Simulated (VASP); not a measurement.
# Sc12H (a cell with a defect) in VASP: notebook

Sc12H (a cell with a defect) is run at these levels: PBEsol; tasks: single point.

Program: VASP 6.6.1. These are calculated values, not measurements. Logs are shortened: lines on timing, memory, paths and dates and some standing lists are left out, and cuts for length are marked.

### Step 1. The cell of the first run

The cell holds a defect, 13 atoms: a = 6.620 Å, b = 9.930 Å, c = 5.276 Å, α = 90.00°, β = 90.00°, γ = 120.00°.

### Step 2. Single point, PBEsol

Contents of INCAR:

```
PREC = Accurate
ENCUT = 520
EDIFF = 1E-6
ISMEAR = 0
SIGMA = 0.1
LREAL = False
LASPH = True
NELM = 60
ALGO = Normal
ISIF = 2
LWAVE = False
LCHARG = False
GGA = PS
NBANDS = 78
```

Contents of KPOINTS:

```
regular mesh
0
Gamma
  3 2 3
```

Contents of POSCAR:

```
Sc12H
1.0
    6.6200000000      0.0000000000      0.0000000000
   -4.9650000000      8.5996320000      0.0000000000
    0.0000000000      0.0000000000      5.2761400000
Sc H
12 1
Direct
   -0.0005374468     -0.0012912180     -0.0003599222
    0.1706562365      0.2241774997      0.4957605371
    0.0050081571      0.3394263848      0.0015700872
    0.1671836527      0.5569651120      0.5048520320
    0.0000170034      0.6671966893      0.0070382894
    0.1656369448      0.8877191489      0.5038480783
    0.4924741550     -0.0017214690      0.0023401578
    0.6689984357      0.2219824058      0.4970395024
    0.5012285880      0.3332344919     -0.0021625658
    0.6689519175      0.5567530099      0.5037597562
    0.5006148916      0.6664901475      0.0021240907
    0.6643093042      0.8866984076      0.4965241635
    0.8372788598      0.1097712088      0.5848828879
```

Potentials or basis: VASP PAW PBE potentials, release 64 (Sc_sv, H).

The run is started by

```
cat potpaw_PBE.64/Sc_sv/POTCAR potpaw_PBE.64/H/POTCAR > POTCAR
mpirun -np 1 vasp_std > vasp.out
```

OUTCAR:

```text
PREC = Accurate
   ENCUT = 520
   EDIFF = 1E-6
   ISMEAR = 0
   LREAL = False
   LASPH = True
   NELM = 60
   ISIF = 2
   GGA = PS

 ion  position               nearest neighbor table
   1  0.999  0.999  1.000-   6 3.24  12 3.25   2 3.26   7 3.27   6 3.27  12 3.28   2 3.29   5 3.29
                            11 3.30   9 3.32   7 3.35   3 3.37
   2  0.171  0.224  0.496-  13 1.97   9 3.24   3 3.25   9 3.26   1 3.26   1 3.29   3 3.30  10 3.30
                             8 3.31   8 3.31   4 3.32   6 3.32  12 3.35
   3  0.005  0.339  0.002-   4 3.22   8 3.25   4 3.25   2 3.25  11 3.26   5 3.27   8 3.29   2 3.30
                             9 3.30   9 3.32   1 3.37   7 3.39
   4  0.167  0.557  0.505-   3 3.22   5 3.25  11 3.25   3 3.25   5 3.26  11 3.27  12 3.28   6 3.29
                            10 3.30   8 3.31   2 3.32  10 3.32
   5  0.000  0.667  0.007-   6 3.24  10 3.24   4 3.25   6 3.26  10 3.26   4 3.26   3 3.27   7 3.27
                             1 3.29  11 3.30   9 3.31  11 3.32
   6  0.166  0.888  0.504-   7 3.23   5 3.24   1 3.24   7 3.24   5 3.26   1 3.27  10 3.29   4 3.29
                            12 3.31  12 3.31   2 3.32   8 3.33
   7  0.492  0.998  0.002-   6 3.23   6 3.24   8 3.24  12 3.25   1 3.27   5 3.27   8 3.29   9 3.30
                            12 3.30  11 3.32   1 3.35   3 3.39
   8  0.669  0.222  0.497-  13 1.98   7 3.24   3 3.25   9 3.26   9 3.27   3 3.29   7 3.29   2 3.31
                             2 3.31   4 3.31  12 3.31  10 3.32   6 3.33
   9  0.501  0.333  0.998-  10 3.24   2 3.24   2 3.26   8 3.26   8 3.27  10 3.29   7 3.30   3 3.30
                             5 3.31  11 3.31   3 3.32   1 3.32
  10  0.669  0.557  0.504-   5 3.24   9 3.24  11 3.25  11 3.26   5 3.26   6 3.29   9 3.29  12 3.29
                             4 3.30   2 3.30   4 3.32   8 3.32
  11  0.501  0.666  0.002-  12 3.22   4 3.25  10 3.25  10 3.26   3 3.26   4 3.27  12 3.27   1 3.30
                             5 3.30   9 3.31   5 3.32   7 3.32
  12  0.664  0.887  0.497-  13 1.97  11 3.22   1 3.25   7 3.25  11 3.27   1 3.28   4 3.28  10 3.29
                             7 3.30   6 3.31   6 3.31   8 3.31   2 3.35
  13  0.837  0.110  0.585-   2 1.97  12 1.97   8 1.98

  LATTYP: Found a simple monoclinic cell.
 ALAT       =     6.6200000000
 B/A-ratio  =     0.7970000000
 C/A-ratio  =     1.3228756170
 COS(beta)  =    -0.1889822420

  Lattice vectors:

 A1 = (   6.6200000000,   0.0000000000,   0.0000000000)
 A2 = (   0.0000000000,   0.0000000000,   5.2761400000)
 A3 = (  -1.6550000000,  -8.5996320000,   0.0000000000)

Analysis of symmetry for initial positions (statically):
=====================================================================
 Subroutine PRICEL returns:
 Original cell was already a primitive cell.

 Routine SETGRP: Setting up the symmetry group for a
 simple monoclinic supercell.

 Subroutine GETGRP returns: Found  1 space group operations
 (whereof  1 operations were pure point group operations)
 out of a pool of  4 trial point group operations.

The static configuration has the point symmetry C_1 .

Analysis of symmetry for dynamics (positions and initial velocities):
=====================================================================
 Subroutine PRICEL returns:
 Original cell was already a primitive cell.

 Routine SETGRP: Setting up the symmetry group for a
 simple monoclinic supercell.

 Subroutine GETGRP returns: Found  1 space group operations
 (whereof  1 operations were pure point group operations)
 out of a pool of  4 trial point group operations.

The dynamic configuration has the point symmetry C_1 .

 Subroutine INISYM returns: Found  1 space group operations
 (whereof  1 operations are pure point group operations),
 and found     1 'primitive' translations

----------------------------------------------------------------------------------------

                                     Primitive cell

  volume of cell :     300.3683

  direct lattice vectors                    reciprocal lattice vectors
     6.620000000  0.000000000  0.000000000     0.151057402  0.087213034  0.000000000
    -4.965000000  8.599632000  0.000000000     0.000000000  0.116284046  0.000000000
     0.000000000  0.000000000  5.276140000     0.000000000  0.000000000  0.189532499

  length of vectors
     6.620000000  9.929999775  5.276140000     0.174426065  0.116284046  0.189532499
[... 69 lines left out ...]
|                                                                             |
 -----------------------------------------------------------------------------

 Subroutine IBZKPT returns following result:
 ===========================================

 Found     10 irreducible k-points:

 Following reciprocal coordinates:
            Coordinates               Weight
  0.000000  0.000000  0.000000      1.000000
  0.333333  0.000000  0.000000      2.000000
  0.000000  0.500000  0.000000      1.000000
  0.333333  0.500000  0.000000      2.000000
  0.000000  0.000000  0.333333      2.000000
  0.333333  0.000000  0.333333      2.000000
 -0.333333 -0.000000  0.333333      2.000000
  0.000000  0.500000  0.333333      2.000000
  0.333333  0.500000  0.333333      2.000000
 -0.333333  0.500000  0.333333      2.000000
   k-points           NKPTS =     10   k-points in BZ     NKDIM =     10   number of bands    NBANDS=     78
   number of dos      NEDOS =    301   number of ions     NIONS =     13
   total plane-waves  NPLWV = 160000
   dimension x,y,z NGX =    50 NGY =   80 NGZ =   40
   dimension x,y,z NGXF=   100 NGYF=  160 NGZF=   80
   ions per type =              12   1
   NGX,Y,Z   is equivalent  to a cutoff of  12.56, 13.39, 12.60 a.u.
   NGXF,Y,Z  is equivalent  to a cutoff of  25.11, 26.79, 25.21 a.u.
 SYSTEM =  unknown system
   PREC   = accura    normal or accurate (medium, high low for compatibility)
   ISTART =      0    job   : 0-new  1-cont  2-samecut
   ICHARG =      2    charge: 1-file 2-atom 10-const
   ISPIN  =      1    spin polarized calculation?
   LNONCOLLINEAR =      F non collinear calculations
   LSORBIT =      F    spin-orbit coupling
   LASPH  =      T    aspherical Exc in radial PAW
   ENCUT  =  520.0 eV  38.22 Ry    6.18 a.u.  12.31 18.46  9.81*2*pi/ulx,y,z
   NELM   =     60;   NELMIN=  2; NELMDL= -5     # of ELM steps
   EDIFF  = 0.1E-05   stopping-criterion for ELM
   LREAL  =      F    real-space projection
   EDIFFG = 0.1E-04   stopping-criterion for IOM
   NSW    =      0    number of steps for IOM
   IBRION =     -1    ionic relax: 0-MD 1-quasi-New 2-CG
   NFREE  =      0    steps in history (QN), initial steepest desc. (CG)
   ISIF   =      2    stress and relaxation
   ISYM   =      2    0-nonsym 1-usesym 2-fastsym
   POTIM  = 0.5000    time-step for ionic-motion
   TEBEG  =    0.0;   TEEND  =   0.0 temperature during run
   PSTRESS=    0.0 pullay stress
   NELECT =     133.0000    total number of electrons
   NUPDOWN=      -1.0000    fix difference up-down
   EMIN   =  10.00;   EMAX   =-10.00  energy-range for DOS
   EFERMI =   0.00;   METHOD = LEGACY
   ISMEAR =     0;   SIGMA  =   0.10  broadening in eV -4-tet -1-fermi 0-gaus
   EFERMI_NEDOS =   21; number of points for ismear=-14 and -15
   IALGO  =     38    algorithm
   IMIX   =      4    mixing-type and parameters
     AMIX     =   0.40;   BMIX     =  1.00
     AMIX_MAG =   1.60;   BMIX_MAG =  1.00
  volume/ion in A,a.u.               =      23.11       155.92
  Fermi-wavevector in a.u.,A,eV,Ry     =   1.247788  2.357977 21.183915  1.556974
  Thomas-Fermi vector in A             =   2.381904
   LORBIT       =      0    0 simple, 1 ext, 2 COOP (PROOUT), +10 PAW based schemes
   GGA     = PS    functional components
   LHFCALC =     F    Hartree Fock is set to
   AEXX    =    0.0000 exact exchange contribution
   IVDW    =     0    specifies the selected vdW correction
   LEPSILON=     F    determine dielectric tensor
   LRPA    =     F    only Hartree local field effects (RPA)
 non-spin polarized calculation
 Gauss-broadening in eV      SIGMA  =   0.10
  energy-cutoff  :      520.00
  volume of cell :      300.37
 maximum number of plane-waves:      8103
 NGX is ok and might be reduce to    50
   NGX = 25   NGY = 37   NGZ = 19

 number of electron     133.0000004 magnetization

 Free energy of the ion-electron system (eV)
  ---------------------------------------------------
  ext. energy  EPLUGINS =         0.00000000
  ---------------------------------------------------
  free energy    TOTEN  =       -82.73233235 eV

  energy without entropy =      -82.58021308  energy(sigma->0) =      -82.65627271

 E-fermi :   3.5276     XC(G=0):  -9.9695

 val. band max:        3.5231740373   @ k =   0.3333   0.0000   0.3333
 cond. band min:       3.5280339908   @ k =   0.3333   0.5000   0.0000
 fundamental gap:      0.0048599535
 Fermi energy:         3.5276366408

 k-point     1 :       0.0000    0.0000    0.0000
  band No.  band energies     occupation
      1     -45.7575      2.00000
      2     -45.7317      2.00000
      3     -45.7275      2.00000
      4     -45.6528      2.00000
      5     -45.6215      2.00000
      6     -45.6129      2.00000
[... 799 lines left out ...]
     77       4.4801      0.00000
     78       4.5356      0.00000

------------------------ aborting loop because EDIFF is reached ----------------------------------------

  FORCE on cell =-STRESS in cart. coord.  units (eV):
  Direction    XX          YY          ZZ          XY          YZ          ZX
  --------------------------------------------------------------------------------------
  -------------------------------------------------------------------------------------
  Total       -3.5909114     -3.4111292     -6.2277637      0.2375558      0.0865949     -0.0423744
  in kB      -19.1540713    -18.1951057    -33.2191517      1.2671324      0.4619007     -0.2260270
  external PRESSURE =     -23.5227762 kB  Pullay stress =       0.0000000 kB

 VOLUME and BASIS-vectors are now :
 -----------------------------------------------------------------------------
  energy-cutoff  :      520.00
  volume of cell :      300.37
      direct lattice vectors                 reciprocal lattice vectors
     6.620000000  0.000000000  0.000000000     0.151057402  0.087213034  0.000000000
    -4.965000000  8.599632000  0.000000000     0.000000000  0.116284046  0.000000000
     0.000000000  0.000000000  5.276140000     0.000000000  0.000000000  0.189532499

 POSITION                                       TOTAL-FORCE (eV/Angst)
 -----------------------------------------------------------------------------------
      1.65785      8.58853      5.27424         0.014025      0.001675     -0.054670
      0.01670      1.92784      2.61570         0.010491      0.011208     -0.094892
     -1.65210      2.91894      0.00828         0.001393     -0.037861     -0.069558
     -1.65858      4.78970      2.66367         0.010389     -0.000126     -0.028020
     -3.31252      5.73765      0.03714         0.006011      0.006052     -0.007018
     -3.31101      7.63406      2.65837        -0.007732      0.002685     -0.031729
     -1.69627      8.58483      0.01235         0.028964      0.009713     -0.055995
      3.32663      1.90897      2.62245        -0.016194      0.014102     -0.091953
      1.66362      2.86569      5.26473        -0.010491      0.005800     -0.085152
      1.66418      4.78787      2.65791        -0.008949     -0.000518     -0.032658
      0.00495      5.73157      0.01121        -0.016125      0.004769     -0.046144
     -0.00473      7.62528      2.61973        -0.007122     -0.006345     -0.088426
      4.99777      0.94399      3.08592        -0.004659     -0.011154      0.686214
 -----------------------------------------------------------------------------------
    total drift:                               -0.000045      0.000128      0.000067

  FREE ENERGIE OF THE ION-ELECTRON SYSTEM (eV)
  ---------------------------------------------------
  free  energy   TOTEN  =       -82.7323323459 eV

  energy  without entropy=      -82.5802130772  energy(sigma->0) =      -82.65627271
```

It took 16 min on 1 thread of AMD EPYC 7R13, shared host; peak memory 0.45 GiB.

Results:

```
Free energy            : -82.7323 eV
Pressure               : -2.4 GPa
Largest force          : 0.686 eV/Å
Band gap on the k mesh : zero (an odd number of electrons rules out a gap without spin polarisation)
```

Forces in eV/Å, atoms in the order of the input:
```
Sc   0.014  0.002 -0.055
Sc   0.010  0.011 -0.095
Sc   0.001 -0.038 -0.070
Sc   0.010  0.000 -0.028
Sc   0.006  0.006 -0.007
Sc  -0.008  0.003 -0.032
Sc   0.029  0.010 -0.056
Sc  -0.016  0.014 -0.092
Sc  -0.010  0.006 -0.085
Sc  -0.009 -0.001 -0.033
Sc  -0.016  0.005 -0.046
Sc  -0.007 -0.006 -0.088
H   -0.005 -0.011  0.686
```

Stress tensor (GPa, compression positive):
```
-1.92  0.13 -0.02
 0.13 -1.82  0.05
-0.02  0.05 -3.32
```

Levels at points of the mesh, in eV from the Fermi level:
```csv
k point,band 63,band 64,band 65,band 66,band 67,band 68,band 69,band 70
"(0.00, 0.00, 0.00)",-0.54,-0.50,-0.47,-0.31,-0.29,-0.28,-0.01,0.11
"(0.00, 0.50, 0.00)",-0.55,-0.54,-0.33,-0.30,-0.29,-0.27,-0.02,0.05
```

Caveat: the k points lie up to 0.40 Å⁻¹ apart, too coarse for converged energies and pressures of a metal; the PAW data sets were made with another functional, which shifts forces and pressure a little.

(Continued in part 2 of 2.)
